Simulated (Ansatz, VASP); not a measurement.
Na3F2: VASP beside Ansatz

```
CELL_PARAMETERS angstrom
3.66168 0.00728 -0.32074
-1.82282 3.17611 0.32205
-0.84956 0.48125 9.42597
ATOMIC_POSITIONS crystal
Na 0.15564 0.84352 0.05064
Na 0.35578 0.64478 0.68373
Na 0.58966 0.41043 0.36720
F 0.23325 0.76667 0.29139
F 0.66567 0.33460 0.60704
```

Change from the starting cell: anti-A-type sesquioxide type (P-3m1, No. 164); cell x1, atoms moved at random (sigma 0.1 Å) and cell strained at random (1.5 %), then relaxed without symmetry.

Alike in both runs: functional PBE; k mesh 6 × 6 × 4; occupations gaussian, width 0.1 eV; no spin polarisation.

Ansatz relaxed the structure, and its values are those at the end. VASP's run is a single point on that final structure, the one shown.

|  | VASP | Ansatz |
| --- | --- | --- |
| version | VASP 6.6.1 | Ansatz 0.2.0 |
| potentials or method | VASP PAW PBE potentials, release 64 (Na_pv, F), cutoff 520 eV | scalar-relativistic, plane waves, PAW |
| valence electrons in the cell | 35 | 41 |

Ansatz gave:

```
gap on the k mesh at the Fermi level (eV) : none
pressure (GPa)                            : 0.0
rms of the force components (eV/Å)        : 0.002
```

**Question.** Estimate VASP's values.

**Answer.** gap on the k mesh at the Fermi level (eV): none; pressure (GPa): 0.0; rms of the force components (eV/Å): 0.004.

A gap of «none» marks a metal or a gap that the smearing closes. VASP's potentials hold 35 valence electrons a cell and Ansatz's 41, so a difference there can come from the potentials and not from the codes.
